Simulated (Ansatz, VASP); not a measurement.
**BN in VASP and in Ansatz**

```xyz
48
Lattice="0.0000 0.0000 8.3613 0.0000 -8.7023 0.0000 7.5364 4.3512 0.0000" Properties=species:S:1:pos:R:3 pbc="T T T"
B     2.5121   -4.3512    0.0000
B     1.2561   -2.1756    0.0000
B     3.7682   -2.1756    0.0000
B     2.5121    0.0000    0.0000
B     1.2561   -6.5267    0.0000
B     6.2803   -2.1756    0.0000
B     5.0243    0.0000    0.0000
B     3.7682    2.1756    0.0000
B     0.0000   -4.3512    0.0000
B     6.2803    2.1756    0.0000
B     5.0243   -4.3512    0.0000
B     0.0000    0.0000    0.0000
B     1.2561   -5.0763    4.1806
B     7.5364    1.4504    4.1806
B     2.5121   -2.9008    4.1806
B     1.2561   -0.7252    4.1806
B     0.0000   -7.2519    4.1806
B     5.0243   -2.9008    4.1806
B     3.7682   -0.7252    4.1806
B     2.5121    1.4504    4.1806
B     6.2803   -0.7252    4.1806
B     5.0243    1.4504    4.1806
B     3.7682   -5.0763    4.1806
B     6.2803    3.6260    4.1806
N     1.2561   -5.0763    0.0000
N     7.5364    1.4504    0.0000
N     2.5121   -2.9008    0.0000
N     1.2561   -0.7252    0.0000
N     0.0000   -7.2519    0.0000
N     5.0243   -2.9008    0.0000
N     3.7682   -0.7252    0.0000
N     2.5121    1.4504    0.0000
N     6.2803   -0.7252    0.0000
N     5.0243    1.4504    0.0000
N     3.7682   -5.0763    0.0000
N     6.2803    3.6260    0.0000
N     2.5121   -5.8015    4.1806
N     1.2561   -3.6260    4.1806
N     3.7682   -3.6260    4.1806
N     2.5121   -1.4504    4.1806
N     1.2561    0.7252    4.1806
N     6.2803   -3.6260    4.1806
N     5.0243   -1.4504    4.1806
N     3.7682    0.7252    4.1806
N     0.0000   -5.8015    4.1806
N     6.2803    0.7252    4.1806
N     5.0243    2.9008    4.1806
N     7.5364    2.9008    4.1806
```

Alike in both runs: task single point; functional PBE; k mesh 1 × 1 × 1; occupations gaussian, width 0.01 eV; no spin polarisation.

|  | VASP | Ansatz |
| --- | --- | --- |
| version | VASP 6.6.1 | Ansatz 0.2.0 |
| potentials or method | VASP PAW PBE potentials, release 64 (B, N), cutoff 520 eV | scalar-relativistic, plane waves, PAW |
| valence electrons in the cell | 192 | 192 |

```csv
,VASP,Ansatz,Ansatz less VASP
gap on the k mesh at the Fermi level (eV),4.31,4.31,+0.001
least direct gap on the mesh (eV),4.31,4.31,+0.001
pressure (GPa),1.0,1.0,-0.04
"traceless stress, the component that is largest in VASP (GPa)",-0.72,-0.55,+0.176
```

The k mesh is coarse, so the values compare programs but aren't converged.
